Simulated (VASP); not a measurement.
# Cd (P6_3/mmc) in VASP: relaxation of cell and atoms with RPBE

Aim: the relaxation of cell and atoms of Cd with RPBE.

Program: VASP 6.6.1. These are calculated values, not measurements. Logs are shortened: lines on timing, memory, paths and dates and some standing lists are left out, and cuts for length are marked.

## (1) The cell of the first run

It takes space group P6_3/mmc (No. 194, hexagonal). Conventional cell: a = 3.125 Å, b = 3.125 Å, c = 10.207 Å, α = 90.00°, β = 90.00°, γ = 120.00°. Cd (site symmetry -3m) has 12 Cd at 3.13 Å within 4.1 Å. Cd (site symmetry -6m2) has 12 Cd at 3.13 Å within 4.1 Å.

## (2) Relaxation of cell and atoms, RPBE

Contents of INCAR:

```
PREC = Accurate ; ENCUT = 600
EDIFF = 1E-6 ; ISMEAR = -1
SIGMA = 0.1 ; LREAL = False
LASPH = True ; NELM = 60
ALGO = Normal ; ISIF = 3
LWAVE = False ; LCHARG = False
GGA = RP ; IBRION = 2
NSW = 80 ; EDIFFG = -0.01
```

Contents of KPOINTS:

```
regular mesh
0
Gamma
  12 12 3
```

Contents of POSCAR:

```
Cd
1.0
    3.1252932589      0.0000000000      0.0000000000
   -1.5626466294      2.7065833565      0.0000000000
    0.0000000000      0.0000000000     10.2072077835
Cd
4
Direct
    0.0000000000      0.0000000000      0.0000000000
    0.0000000000      0.0000000000      0.5000000000
    0.3333333333      0.6666666667      0.2500000000
    0.6666666667      0.3333333333      0.7500000000
```

Potentials or basis: VASP PAW PBE potentials, release 64 (Cd).

Run with:

```bash
$ cat potpaw_PBE.64/Cd/POTCAR > POTCAR
$ mpirun -np 1 vasp_std > vasp.out
```

OUTCAR:

```text
PREC = Accurate
   ENCUT = 600
   EDIFF = 1E-6
   ISMEAR = -1
   LREAL = False
   LASPH = True
   NELM = 60
   ISIF = 3
   GGA = RP
   IBRION = 2
   NSW = 80
   EDIFFG = -0.01

 ion  position               nearest neighbor table
   1  0.000  0.000  0.000-   3 3.13   4 3.13   3 3.13   4 3.13   4 3.13   3 3.13
   2  0.000  0.000  0.500-   3 3.13   4 3.13   3 3.13   4 3.13   4 3.13   3 3.13
   3  0.333  0.667  0.250-   1 3.13   2 3.13   1 3.13   2 3.13   1 3.13   2 3.13
   4  0.667  0.333  0.750-   1 3.13   2 3.13   1 3.13   2 3.13   1 3.13   2 3.13

  LATTYP: Found a hexagonal cell.
 ALAT       =     3.1252932589
 C/A-ratio  =     3.2660000000

  Lattice vectors:

 A1 = (   3.1252932589,   0.0000000000,   0.0000000000)
 A2 = (  -1.5626466294,   2.7065833565,   0.0000000000)
 A3 = (   0.0000000000,   0.0000000000,  10.2072077835)

Analysis of symmetry for initial positions (statically):
=====================================================================
 Subroutine PRICEL returns:
 Original cell was already a primitive cell.

 Routine SETGRP: Setting up the symmetry group for a
 hexagonal supercell.

 Subroutine GETGRP returns: Found 24 space group operations
 (whereof 12 operations were pure point group operations)
 out of a pool of 24 trial point group operations.

The static configuration has the point symmetry D_3d.
 The point group associated with its full space group is D_6h.

Analysis of symmetry for dynamics (positions and initial velocities):
=====================================================================
 Subroutine PRICEL returns:
 Original cell was already a primitive cell.

 Routine SETGRP: Setting up the symmetry group for a
 hexagonal supercell.

 Subroutine GETGRP returns: Found 24 space group operations
 (whereof 12 operations were pure point group operations)
 out of a pool of 24 trial point group operations.

The dynamic configuration has the point symmetry D_3d.
 The point group associated with its full space group is D_6h.

 Subroutine INISYM returns: Found 24 space group operations
 (whereof 12 operations are pure point group operations),
 and found     1 'primitive' translations

----------------------------------------------------------------------------------------

                                     Primitive cell

  volume of cell :      86.3414

  direct lattice vectors                    reciprocal lattice vectors
     3.125293259  0.000000000  0.000000000     0.319969973  0.184734750  0.000000000
    -1.562646629  2.706583356  0.000000000     0.000000000  0.369469500  0.000000000
     0.000000000  0.000000000 10.207207783     0.000000000  0.000000000  0.097969986

  length of vectors
     3.125293259  3.125293259 10.207207783     0.369469500  0.369469500  0.097969986

  position of ions in fractional coordinates (direct lattice)
     0.000000000  0.000000000  0.000000000
     0.000000000  0.000000000  0.500000000
     0.333333333  0.666666667  0.250000000
     0.666666667  0.333333333  0.750000000

  ion indices of the primitive-cell ions
   primitive index   ion index
                 1           1
                 2           2
                 3           3
                 4           4

----------------------------------------------------------------------------------------

 KPOINTS: regular mesh

Automatic generation of k-mesh.
 Grid dimensions read from file:
 generate k-points for:   12   12    3

 Generating k-lattice:

  Cartesian coordinates                     Fractional coordinates (reciprocal lattice)
     0.026664164  0.015394563  0.000000000     0.083333333  0.000000000  0.000000000
     0.000000000  0.030789125  0.000000000     0.000000000  0.083333333  0.000000000
     0.000000000  0.000000000  0.032656662     0.000000000  0.000000000  0.333333333

  Length of vectors
     0.030789125  0.030789125  0.032656662

  Shift w.r.t. Gamma in fractional coordinates (k-lattice)
     0.000000000  0.000000000  0.000000000

 Subroutine IBZKPT returns following result:
 ===========================================

 Found     38 irreducible k-points:

 Following reciprocal coordinates:
            Coordinates               Weight
  0.000000  0.000000  0.000000      1.000000
  0.083333 -0.000000  0.000000      6.000000
  0.166667 -0.000000  0.000000      6.000000
  0.250000 -0.000000  0.000000      6.000000
  0.333333 -0.000000  0.000000      6.000000
  0.416667 -0.000000  0.000000      6.000000
[... 16 lines left out ...]
  0.250000 -0.000000  0.333333     12.000000
  0.333333 -0.000000  0.333333     12.000000
 [... further k-points ...]
   k-points           NKPTS =     38   k-points in BZ     NKDIM =     38   number of bands    NBANDS=     28
   number of dos      NEDOS =    301   number of ions     NIONS =      4
   total plane-waves  NPLWV =  65856
   dimension x,y,z NGX =    28 NGY =   28 NGZ =   84
   dimension x,y,z NGXF=    56 NGYF=   56 NGZF=  168
   ions per type =               4
   NGX,Y,Z   is equivalent  to a cutoff of  14.89, 14.89, 13.68 a.u.
   NGXF,Y,Z  is equivalent  to a cutoff of  29.79, 29.79, 27.36 a.u.
 SYSTEM =  unknown system
   PREC   = accura    normal or accurate (medium, high low for compatibility)
   ISTART =      0    job   : 0-new  1-cont  2-samecut
   ICHARG =      2    charge: 1-file 2-atom 10-const
   ISPIN  =      1    spin polarized calculation?
   LNONCOLLINEAR =      F non collinear calculations
   LSORBIT =      F    spin-orbit coupling
   LASPH  =      T    aspherical Exc in radial PAW
   ENCUT  =  600.0 eV  44.10 Ry    6.64 a.u.   6.24  6.24 20.39*2*pi/ulx,y,z
   NELM   =     60;   NELMIN=  2; NELMDL= -5     # of ELM steps
   EDIFF  = 0.1E-05   stopping-criterion for ELM
   LREAL  =      F    real-space projection
   EDIFFG = -.1E-01   stopping-criterion for IOM
   NSW    =     80    number of steps for IOM
   IBRION =      2    ionic relax: 0-MD 1-quasi-New 2-CG
   NFREE  =      1    steps in history (QN), initial steepest desc. (CG)
   ISIF   =      3    stress and relaxation
   ISYM   =      2    0-nonsym 1-usesym 2-fastsym
   POTIM  = 0.5000    time-step for ionic-motion
   TEBEG  =    0.0;   TEEND  =   0.0 temperature during run
   PSTRESS=    0.0 pullay stress
   NELECT =      48.0000    total number of electrons
   NUPDOWN=      -1.0000    fix difference up-down
   EMIN   =  10.00;   EMAX   =-10.00  energy-range for DOS
   EFERMI =   0.00;   METHOD = LEGACY
   ISMEAR =    -1;   SIGMA  =   0.10  broadening in eV -4-tet -1-fermi 0-gaus
   EFERMI_NEDOS =   21; number of points for ismear=-14 and -15
   IALGO  =     38    algorithm
   IMIX   =      4    mixing-type and parameters
     AMIX     =   0.40;   BMIX     =  1.00
     AMIX_MAG =   1.60;   BMIX_MAG =  1.00
  volume/ion in A,a.u.               =      21.59       145.67
  Fermi-wavevector in a.u.,A,eV,Ry     =   1.346115  2.543789 24.654109  1.812026
  Thomas-Fermi vector in A             =   2.473973
   LORBIT       =      0    0 simple, 1 ext, 2 COOP (PROOUT), +10 PAW based schemes
   GGA     = RP    functional components
   LHFCALC =     F    Hartree Fock is set to
   AEXX    =    0.0000 exact exchange contribution
   IVDW    =     0    specifies the selected vdW correction
   LEPSILON=     F    determine dielectric tensor
   LRPA    =     F    only Hartree local field effects (RPA)
 conjugate gradient relaxation of ions
 non-spin polarized calculation
  energy-cutoff  :      600.00
  volume of cell :       86.34
 maximum number of plane-waves:      2898
 NGX is ok and might be reduce to    28
   NGX = 13   NGY = 13   NGZ = 41

--------------------------------------- Ionic step        1  -------------------------------------------

 number of electron      48.0000000 magnetization

 Free energy of the ion-electron system (eV)
  ---------------------------------------------------
  ext. energy  EPLUGINS =         0.00000000
  ---------------------------------------------------
  free energy    TOTEN  =        -1.25161036 eV

  energy without entropy =       -1.20148959  energy(sigma->0) =       -1.22654998

------------------------ aborting loop because EDIFF is reached ----------------------------------------

  FORCE on cell =-STRESS in cart. coord.  units (eV):
  Direction    XX          YY          ZZ          XY          YZ          ZX
  --------------------------------------------------------------------------------------
  -------------------------------------------------------------------------------------
  Total        3.0254516      3.0254516      2.7921662      0.0000000     -0.0000000      0.0000000
  in kB       56.1411958     56.1411958     51.8122799      0.0000000     -0.0000000      0.0000000
  external PRESSURE =      54.6982238 kB  Pullay stress =       0.0000000 kB
[... 95 lines left out ...]
  FREE ENERGIE OF THE ION-ELECTRON SYSTEM (eV)
  ---------------------------------------------------
  free  energy   TOTEN  =        -1.4193990700 eV

  energy  without entropy=       -1.3713434646  energy(sigma->0) =       -1.39537127

[... ionic steps 4 to 7 ...]

--------------------------------------- Ionic step        8  -------------------------------------------

 number of electron      47.9999998 magnetization

------------------------ aborting loop because EDIFF is reached ----------------------------------------

  FORCE on cell =-STRESS in cart. coord.  units (eV):
  Direction    XX          YY          ZZ          XY          YZ          ZX
  --------------------------------------------------------------------------------------
  -------------------------------------------------------------------------------------
  Total        0.0233486      0.0233486      0.0488533      0.0000000     -0.0000000      0.0000000
  in kB        0.3838165      0.3838165      0.8030762      0.0000000     -0.0000000      0.0000000
  external PRESSURE =       0.5235697 kB  Pullay stress =       0.0000000 kB
[... 61 lines left out ...]
  energy  without entropy=       -1.3721366349  energy(sigma->0) =       -1.39582174

--------------------------------------- Ionic step       10  -------------------------------------------

 number of electron      47.9999994 magnetization

 Free energy of the ion-electron system (eV)
  ---------------------------------------------------
  ext. energy  EPLUGINS =         0.00000000
  ---------------------------------------------------
  free energy    TOTEN  =        -1.41954983 eV

  energy without entropy =       -1.37220592  energy(sigma->0) =       -1.39587788

 E-fermi :   2.3050     XC(G=0): -10.2779

 val. band max:        2.2943380187   @ k =   0.4167  -0.0000   0.3333
 cond. band min:       2.3696535110   @ k =   0.5000  -0.0000   0.3333
 fundamental gap:      0.0753154923
 Fermi energy:         2.3049808827

 k-point     1 :       0.0000    0.0000    0.0000
  band No.  band energies     occupation
      1      -7.0339      2.00000
      2      -6.8533      2.00000
      3      -6.8362      2.00000
      4      -6.6923      2.00000
      5      -6.6857      2.00000
      6      -6.6857      2.00000
[... 733 lines left out ...]
     27       5.1150      0.00000
     28       6.6500      0.00000

 [... further k-points ...]

------------------------ aborting loop because EDIFF is reached ----------------------------------------

  FORCE on cell =-STRESS in cart. coord.  units (eV):
  Direction    XX          YY          ZZ          XY          YZ          ZX
  --------------------------------------------------------------------------------------
  -------------------------------------------------------------------------------------
  Total        0.0380865      0.0380865      0.0382810      0.0000000      0.0000000      0.0000000
  in kB        0.6250250      0.6250250      0.6282172      0.0000000      0.0000000      0.0000000
  external PRESSURE =       0.6260890 kB  Pullay stress =       0.0000000 kB
[... 19 lines left out ...]
  FREE ENERGIE OF THE ION-ELECTRON SYSTEM (eV)
  ---------------------------------------------------
  free  energy   TOTEN  =        -1.4195498307 eV

  energy  without entropy=       -1.3722059247  energy(sigma->0) =       -1.39587788

 reached required accuracy - stopping structural energy minimisation
```

It took 5.9 min on 1 thread of Intel Xeon Platinum 8488C (Sapphire Rapids), shared host; peak memory 0.29 GiB.

What came out:

```yaml
Free_energy: -1.4195 eV
Relaxed_volume: 24.41 Å³/atom
Relaxed_cell: a = 3.253 Å, b = 3.253 Å, c = 10.655 Å, α = 90.00°, β = 90.00°, γ = 120.00°
Space_group_after_relaxing_to_0.1_Å: P6_3/mmc (No. 194)
Energy_gained_by_relaxing: 42.0 meV/atom
Ionic_steps: 10
Pressure_after_relaxing: 0.1 GPa
Band_gap_on_the_k_mesh: zero (bands 24 and 25 overlap by 2.80 eV)
```

The path:
| step | energy change (eV) | largest force (eV/Å) | pressure (GPa) | volume (Å³) |
| --- | --- | --- | --- | --- |
| 1 | 0.0000 | 0.0000 | 5.47 | 86.34 |
| 2 | -0.1645 | 0.0000 | 0.61 | 95.88 |
| 3 | -0.1678 | 0.0000 | -0.06 | 97.93 |
| 4 | -0.1678 | 0.0000 | -0.04 | 97.68 |
| 5 | -0.1675 | 0.0000 | 0.05 | 97.16 |
| 6 | -0.1678 | 0.0000 | 0.08 | 97.44 |
| 7 | -0.1678 | 0.0000 | 0.09 | 97.44 |
| 8 | -0.1678 | 0.0000 | 0.05 | 97.46 |
| 9 | -0.1679 | 0.0000 | 0.07 | 97.51 |
| 10 | -0.1679 | 0.0000 | 0.06 | 97.63 |

Final structure:
```cif
data_structure
_symmetry_space_group_name_H-M 'P 1'
_symmetry_Int_Tables_number 1
_cell_length_a 3.2528
_cell_length_b 3.2528
_cell_length_c 10.6545
_cell_angle_alpha 90.000
_cell_angle_beta 90.000
_cell_angle_gamma 120.000
_cell_volume 97.63
loop_
_atom_site_label
_atom_site_type_symbol
_atom_site_fract_x
_atom_site_fract_y
_atom_site_fract_z
_atom_site_occupancy
Cd1 Cd 0.00000 0.00000 0.00000 1
Cd2 Cd 0.00000 0.00000 0.50000 1
Cd3 Cd 0.33333 0.66667 0.25000 1
Cd4 Cd 0.66667 0.33333 0.75000 1
```

Caveat: the PAW data sets were made with another functional, which shifts forces and pressure a little.

The gap in the log of VASP goes by the Fermi energy; the results here count the filled bands.